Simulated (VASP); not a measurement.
A run of VASP 6.6.1:

INCAR

```
PREC = Accurate
ENCUT = 520
EDIFF = 1E-7
ISMEAR = 0
SIGMA = 0.2
LREAL = False
LASPH = True
NELM = 150
ALGO = Normal
ISIF = 2
LWAVE = False
LCHARG = True
ISPIN = 2
MAGMOM = 0 3
LORBIT = 11
LMAXMIX = 4
GGA = PE
LELF = True
LVHAR = True
NBANDS = 22
```

File KPOINTS:

```
regular mesh
0
Gamma
  6 6 6
```

The input POSCAR:

```
GaCo
1.0
    2.8823339957      0.0000000000      0.0000000000
    0.0000000000      2.8823339957      0.0000000000
    0.0000000000      0.0000000000      2.8823339957
Ga Co
1 1
Direct
    0.0000000000      0.0000000000      0.0000000000
    0.5000000000      0.5000000000      0.5000000000
```

Potentials or basis: VASP PAW PBE potentials, release 64 (Ga_d, Co).

The run is started by

```sh
$ cat potpaw_PBE.64/Ga_d/POTCAR potpaw_PBE.64/Co/POTCAR > POTCAR
$ mpirun -np 1 vasp_std > vasp.out
```

Hardware: 1 thread of Intel(R) Xeon(R) 6975P-C (Granite Rapids), with other jobs on the host.

Question: How long does it take, and how much memory?

Answer: Wall time 19 s on 1 thread of Intel(R) Xeon(R) 6975P-C (Granite Rapids), with other jobs on the host, peak memory 0.15 GiB. Counts: scf iterations 17, k points 20.
